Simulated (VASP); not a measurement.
## Te2Mo: single point with PBE+D3(BJ)

The system is Te2Mo, a slab with vacuum.

```
CELL_PARAMETERS angstrom
3.50388 0.00000 0.00000
-1.75194 3.03445 0.00000
0.00000 0.00000 24.76772
ATOMIC_POSITIONS crystal
Te 0.33333 0.66667 0.18169
Te 0.33333 0.66667 0.32841
Te 0.33333 0.66667 0.48708
Te 0.33333 0.66667 0.63380
Mo 0.66667 0.33333 0.25505
Mo 0.66667 0.33333 0.56044
```

| Item | Value |
| --- | --- |
| Program | VASP 6.6.1 |
| Task | single point |
| Functional | PBE |
| Dispersion | D3(BJ) |
| Potentials or basis | VASP PAW PBE potentials, release 64 (Te, Mo_sv) |
| Cutoff | 520 eV |
| k mesh | 9 × 9 × 1 |
| Occupations | gaussian, width 0.05 eV |
| Spin | no spin polarisation |
| Dipole correction | yes |
| Further INCAR settings | ALGO = Normal; EDIFF = 1e-07; NBANDS = 35 |

```
Largest force              : 0.018 eV/Å
Band gap on the k mesh     : 1.13 eV, indirect (least direct gap 1.15 eV)
Dispersion energy per atom : -0.450 eV
```

Forces in eV/Å, atoms in the order of the input:
```
Te   0.000  0.000 -0.004
Te   0.000  0.000 -0.018
Te   0.000  0.000  0.018
Te   0.000  0.000  0.004
Mo   0.000  0.000 -0.012
Mo   0.000  0.000  0.012
```

Levels at points of the mesh, in eV from the valence-band top:
| k point | band 24 | band 25 | band 26 | band 27 | band 28 | band 29 |
| --- | --- | --- | --- | --- | --- | --- |
| (0.00, 0.00, 0.00) | -0.84 | -0.73 | -0.28 | 3.13 | 3.13 | 3.21 |

Wall time 5.4 min on 1 thread of AMD EPYC 7R13, with other jobs on the host, peak memory 0.39 GiB.

Caveat: spin-orbit coupling is left out, which moves the levels of the heavy elements.
